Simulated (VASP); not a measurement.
# Mo (Im-3m) in VASP: notebook

The runs below take Mo through single point, with PBE.

All numbers are computed with VASP 6.6.1; they aren't measurements. Logs are shortened: lines on timing, memory, paths and dates and some standing lists are left out, and cuts for length are marked.

### Step 1. The cell of the first run

Symmetry: Im-3m, No. 229, cubic system. The conventional cell has a = 3.103 Å, b = 3.103 Å, c = 3.103 Å, α = 90.00°, β = 90.00°, γ = 90.00°. Mo (site symmetry m-3m) has 14 Mo at 2.69 to 3.10 Å within 3.5 Å.

### Step 2. Single point, PBE

Input file INCAR:

```
PREC = Accurate ; ENCUT = 520
EDIFF = 1E-7 ; ISMEAR = -1
SIGMA = 0.05 ; LREAL = F
LASPH = T ; NELM = 80
ALGO = Normal ; ISIF = 2
LWAVE = F ; LCHARG = F
GGA = PE ; NBANDS = 13
```

Input file KPOINTS:

```
regular mesh
0
Gamma
  12 12 12
```

Input file POSCAR:

```
Mo
1.0
   -1.5514772677      1.5514772677      1.5514772677
    1.5514772677     -1.5514772677      1.5514772677
    1.5514772677      1.5514772677     -1.5514772677
Mo
1
Direct
    0.0000000000      0.0000000000      0.0000000000
```

Potentials or basis: VASP PAW PBE potentials, release 64 (Mo_sv).

Run with:

```
cat potpaw_PBE.64/Mo_sv/POTCAR > POTCAR
mpirun -np 1 vasp_std > vasp.out
```

OUTCAR:

```text
PREC = Accurate
   ENCUT = 520
   EDIFF = 1E-7
   ISMEAR = -1
   LREAL = F
   LASPH = T
   NELM = 80
   ISIF = 2
   GGA = PE

 ion  position               nearest neighbor table
   1  0.000  0.000  0.000-

  LATTYP: Found a body centered cubic cell.
 ALAT       =     3.1029545354

  Lattice vectors:

 A1 = (  -1.5514772677,   1.5514772677,   1.5514772677)
 A2 = (   1.5514772677,  -1.5514772677,   1.5514772677)
 A3 = (   1.5514772677,   1.5514772677,  -1.5514772677)

Analysis of symmetry for initial positions (statically):
=====================================================================
 Subroutine PRICEL returns:
 Original cell was already a primitive cell.

 Routine SETGRP: Setting up the symmetry group for a
 body centered cubic supercell.

 Subroutine GETGRP returns: Found 48 space group operations
 (whereof 48 operations were pure point group operations)
 out of a pool of 48 trial point group operations.

The static configuration has the point symmetry O_h .

Analysis of symmetry for dynamics (positions and initial velocities):
=====================================================================
 Subroutine PRICEL returns:
 Original cell was already a primitive cell.

 Routine SETGRP: Setting up the symmetry group for a
 body centered cubic supercell.

 Subroutine GETGRP returns: Found 48 space group operations
 (whereof 48 operations were pure point group operations)
 out of a pool of 48 trial point group operations.

The dynamic configuration has the point symmetry O_h .

 Subroutine INISYM returns: Found 48 space group operations
 (whereof 48 operations are pure point group operations),
 and found     1 'primitive' translations

----------------------------------------------------------------------------------------

                                     Primitive cell

  volume of cell :      14.9381

  direct lattice vectors                    reciprocal lattice vectors
    -1.551477268  1.551477268  1.551477268     0.000000000  0.322273494  0.322273494
     1.551477268 -1.551477268  1.551477268     0.322273494  0.000000000  0.322273494
     1.551477268  1.551477268 -1.551477268     0.322273494  0.322273494  0.000000000

  length of vectors
     2.687237454  2.687237454  2.687237454     0.455763546  0.455763546  0.455763546

  position of ions in fractional coordinates (direct lattice)
     0.000000000  0.000000000  0.000000000

  ion indices of the primitive-cell ions
   primitive index   ion index
                 1           1

----------------------------------------------------------------------------------------

 KPOINTS: regular mesh

Automatic generation of k-mesh.
 Grid dimensions read from file:
 generate k-points for:   12   12   12

 Generating k-lattice:

  Cartesian coordinates                     Fractional coordinates (reciprocal lattice)
     0.000000000  0.026856125  0.026856125     0.083333333  0.000000000  0.000000000
     0.026856125  0.000000000  0.026856125     0.000000000  0.083333333  0.000000000
     0.026856125  0.026856125  0.000000000     0.000000000  0.000000000  0.083333333

  Length of vectors
     0.037980296  0.037980296  0.037980296

  Shift w.r.t. Gamma in fractional coordinates (k-lattice)
     0.000000000  0.000000000  0.000000000

 Subroutine IBZKPT returns following result:
 ===========================================

 Found     72 irreducible k-points:

 Following reciprocal coordinates:
            Coordinates               Weight
  0.000000  0.000000  0.000000      1.000000
  0.083333  0.000000  0.000000     12.000000
  0.166667  0.000000  0.000000     12.000000
  0.250000  0.000000  0.000000     12.000000
  0.333333  0.000000  0.000000     12.000000
  0.416667  0.000000  0.000000     12.000000
[... 16 lines left out ...]
  0.333333  0.083333  0.083333     24.000000
  0.416667  0.083333  0.083333     12.000000
 [... further k-points ...]
   k-points           NKPTS =     72   k-points in BZ     NKDIM =     72   number of bands    NBANDS=     13
   number of dos      NEDOS =    301   number of ions     NIONS =      1
   total plane-waves  NPLWV =   8000
   dimension x,y,z NGX =    20 NGY =   20 NGZ =   20
   dimension x,y,z NGXF=    40 NGYF=   40 NGZF=   40
   ions per type =               1
   NGX,Y,Z   is equivalent  to a cutoff of  12.37, 12.37, 12.37 a.u.
   NGXF,Y,Z  is equivalent  to a cutoff of  24.75, 24.75, 24.75 a.u.
 SYSTEM =  unknown system
   PREC   = accura    normal or accurate (medium, high low for compatibility)
   ISTART =      0    job   : 0-new  1-cont  2-samecut
   ICHARG =      2    charge: 1-file 2-atom 10-const
   ISPIN  =      1    spin polarized calculation?
   LNONCOLLINEAR =      F non collinear calculations
   LSORBIT =      F    spin-orbit coupling
   LASPH  =      T    aspherical Exc in radial PAW
   ENCUT  =  520.0 eV  38.22 Ry    6.18 a.u.   5.00  5.00  5.00*2*pi/ulx,y,z
   NELM   =     80;   NELMIN=  2; NELMDL= -5     # of ELM steps
   EDIFF  = 0.1E-06   stopping-criterion for ELM
   LREAL  =      F    real-space projection
   EDIFFG = 0.1E-05   stopping-criterion for IOM
   NSW    =      0    number of steps for IOM
   IBRION =     -1    ionic relax: 0-MD 1-quasi-New 2-CG
   NFREE  =      0    steps in history (QN), initial steepest desc. (CG)
   ISIF   =      2    stress and relaxation
   ISYM   =      2    0-nonsym 1-usesym 2-fastsym
   POTIM  = 0.5000    time-step for ionic-motion
   TEBEG  =    0.0;   TEEND  =   0.0 temperature during run
   PSTRESS=    0.0 pullay stress
   NELECT =      14.0000    total number of electrons
   NUPDOWN=      -1.0000    fix difference up-down
   EMIN   =  10.00;   EMAX   =-10.00  energy-range for DOS
   EFERMI =   0.00;   METHOD = LEGACY
   ISMEAR =    -1;   SIGMA  =   0.05  broadening in eV -4-tet -1-fermi 0-gaus
   EFERMI_NEDOS =   21; number of points for ismear=-14 and -15
   IALGO  =     38    algorithm
   IMIX   =      4    mixing-type and parameters
     AMIX     =   0.40;   BMIX     =  1.00
     AMIX_MAG =   1.60;   BMIX_MAG =  1.00
  volume/ion in A,a.u.               =      14.94       100.81
  Fermi-wavevector in a.u.,A,eV,Ry     =   1.602085  3.027501 34.921732  2.566675
  Thomas-Fermi vector in A             =   2.698961
   LORBIT       =      0    0 simple, 1 ext, 2 COOP (PROOUT), +10 PAW based schemes
   GGA     = PE    functional components
   LHFCALC =     F    Hartree Fock is set to
   AEXX    =    0.0000 exact exchange contribution
   IVDW    =     0    specifies the selected vdW correction
   LEPSILON=     F    determine dielectric tensor
   LRPA    =     F    only Hartree local field effects (RPA)
 non-spin polarized calculation
  energy-cutoff  :      520.00
  volume of cell :       14.94
 maximum number of plane-waves:       420
   NGX =  9   NGY =  9   NGZ =  9

 number of electron      13.9999997 magnetization

 Free energy of the ion-electron system (eV)
  ---------------------------------------------------
  ext. energy  EPLUGINS =         0.00000000
  ---------------------------------------------------
  free energy    TOTEN  =       -10.90780869 eV

  energy without entropy =      -10.90570894  energy(sigma->0) =      -10.90675881

 E-fermi :  13.2828     XC(G=0): -13.6488

 val. band max:       13.1848789378   @ k =  -0.1667   0.2500   0.0833
 cond. band min:      13.3358671229   @ k =  -0.3333   0.3333   0.2500
 fundamental gap:      0.1509881852
 Fermi energy:        13.2828332752

 k-point     1 :       0.0000    0.0000    0.0000
  band No.  band energies     occupation
      1     -47.9562      2.00000
      2     -21.1093      2.00000
      3     -21.1093      2.00000
      4     -21.1093      2.00000
      5       5.9592      2.00000
      6      11.8827      2.00000
      7      11.8827      2.00000
      8      11.8827      2.00000
      9      15.0801      0.00000
     10      15.0801      0.00000
     11      28.2347      0.00000
     12      28.2347      0.00000
     13      28.2347      0.00000

 k-point     2 :       0.0833    0.0000    0.0000
  band No.  band energies     occupation
      1     -47.9355      2.00000
      2     -21.2256      2.00000
      3     -21.1449      2.00000
      4     -21.1103      2.00000
      5       6.2792      2.00000
      6      11.6994      2.00000
      7      11.8476      2.00000
      8      12.1883      2.00000
      9      14.8196      0.00000
     10      15.0847      0.00000
     11      28.4752      0.00000
     12      28.7787      0.00000
     13      28.8862      0.00000

 k-point     3 :       0.1667    0.0000    0.0000
  band No.  band energies     occupation
      1     -47.8785      2.00000
      2     -21.5364      2.00000
      3     -21.2409      2.00000
      4     -21.1131      2.00000
      5       7.1126      2.00000
      6      11.2357      2.00000
      7      11.6915      2.00000
      8      13.0764      1.96828
      9      14.4632      0.00000
     10      15.1253      0.00000
     11      28.8433      0.00000
     12      30.1101      0.00000
     13      30.3130      0.00000
[... 305 lines left out ...]
 k-point    23 :       0.3333    0.0833    0.0833
  band No.  band energies     occupation
      1     -47.6514      2.00000
      2     -22.5480      2.00000
      3     -21.6482      2.00000
      4     -21.2302      2.00000
      5       8.4832      2.00000
      6       9.8099      2.00000
      7      13.0493      1.98144
      8      15.2306      0.00000
      9      15.7464      0.00000
     10      19.3511      0.00000
     11      26.0186      0.00000
     12      26.4441      0.00000
     13      30.5464      0.00000

 k-point    24 :       0.4167    0.0833    0.0833
  band No.  band energies     occupation
      1     -47.6321      2.00000
      2     -22.6182      2.00000
      3     -21.6989      2.00000
      4     -21.2339      2.00000
      5       8.3505      2.00000
      6       9.7184      2.00000
      7      13.7736      0.00011
      8      15.3098      0.00000
      9      15.8382      0.00000
     10      20.0938      0.00000
     11      25.0501      0.00000
     12      26.0160      0.00000
     13      30.0111      0.00000

 [... further k-points ...]
[... 5 lines left out ...]
  --------------------------------------------------------------------------------------
  -------------------------------------------------------------------------------------
  Total        1.5637972      1.5637972      1.5637972      0.0000000      0.0000000      0.0000000
  in kB      167.7238313    167.7238313    167.7238313      0.0000000      0.0000000      0.0000000
  external PRESSURE =     167.7238313 kB  Pullay stress =       0.0000000 kB

 VOLUME and BASIS-vectors are now :
 -----------------------------------------------------------------------------
  energy-cutoff  :      520.00
  volume of cell :       14.94
      direct lattice vectors                 reciprocal lattice vectors
    -1.551477268  1.551477268  1.551477268     0.000000000  0.322273494  0.322273494
     1.551477268 -1.551477268  1.551477268     0.322273494  0.000000000  0.322273494
     1.551477268  1.551477268 -1.551477268     0.322273494  0.322273494  0.000000000

 POSITION                                       TOTAL-FORCE (eV/Angst)
 -----------------------------------------------------------------------------------
      0.00000      0.00000      0.00000         0.000000      0.000000      0.000000
 -----------------------------------------------------------------------------------
    total drift:                                0.000000     -0.000000      0.000000

  FREE ENERGIE OF THE ION-ELECTRON SYSTEM (eV)
  ---------------------------------------------------
  free  energy   TOTEN  =       -10.9078086853 eV

  energy  without entropy=      -10.9057089408  energy(sigma->0) =      -10.90675881
```

It took 6.2 s on 1 thread of Intel Xeon Platinum 8559C (Emerald Rapids), shared host; peak memory 0.12 GiB.

What came out:

* Free energy: -10.9078 eV
* Pressure: 16.8 GPa
* Band gap on the k mesh: zero (band 7 reaches 17.58 eV, above the bottom of band 8 at 11.88 eV)

Levels at points of the mesh, in eV from the Fermi level:
```
           k point  band 3  band 4  band 5  band 6  band 7  band 8  band 9  band 10  band 11  band 12
(0.00, 0.00, 0.00)  -34.39  -34.39   -7.32   -1.40   -1.40   -1.40    1.80     1.80    14.95    14.95
(0.50, 0.00, 0.00)  -34.90  -34.41   -5.55   -3.57    1.85    1.87    2.52     5.12    12.11    12.42
(0.50, 0.50, 0.50)  -35.50  -35.50   -5.75   -5.75    4.30    4.30    4.30     9.48     9.48     9.48
```

### Step 3. Single point, PBE

This run uses another cell than the first one, of 15.26 Å³/atom, 1.021 times its volume.

Input file INCAR:

```
SYSTEM = Mo
PREC = Accurate
ENCUT = 520
EDIFF = 1E-7
ISMEAR = -1
SIGMA = 0.05
LREAL = .FALSE.
LASPH = .TRUE.
NELM = 100
ALGO = Normal
ISIF = 2
LWAVE = .FALSE.
LCHARG = .FALSE.
GGA = PE
NBANDS = 13
```

Input file KPOINTS:

```
regular mesh
0
G
  12 12 12
  0 0 0
```

Input file POSCAR:

```
Mo
1.0
   -1.5624035240      1.5624035240      1.5624035240
    1.5624035240     -1.5624035240      1.5624035240
    1.5624035240      1.5624035240     -1.5624035240
Mo
1
Direct
    0.0000000000      0.0000000000      0.0000000000
```

Potentials or basis: VASP PAW PBE potentials, release 64 (Mo_sv).

Run with:

```
cat potpaw_PBE.64/Mo_sv/POTCAR > POTCAR
mpirun -np 1 vasp_std > vasp.out
```

Wall time 6.6 s (1 thread of Intel Xeon Platinum 8559C (Emerald Rapids), shared host); peak memory 0.13 GiB.

It converged, with:

```
Free energy            : -10.9345 eV
Pressure               : 10.1 GPa
Band gap on the k mesh : zero (band 7 reaches 17.11 eV, above the bottom of band 8 at 11.58 eV)
```

Levels at points of the mesh, in eV from the Fermi level:
```tsv
k point	band 3	band 4	band 5	band 6	band 7	band 8	band 9	band 10	band 11	band 12
(0.00, 0.00, 0.00)	-34.44	-34.44	-7.26	-1.36	-1.36	-1.36	1.76	1.76	14.92	14.92
(0.50, 0.00, 0.00)	-34.92	-34.46	-5.42	-3.47	1.77	1.80	2.45	4.97	12.06	12.08
(0.50, 0.50, 0.50)	-35.48	-35.48	-5.58	-5.58	4.17	4.17	4.17	9.31	9.31	9.31
```
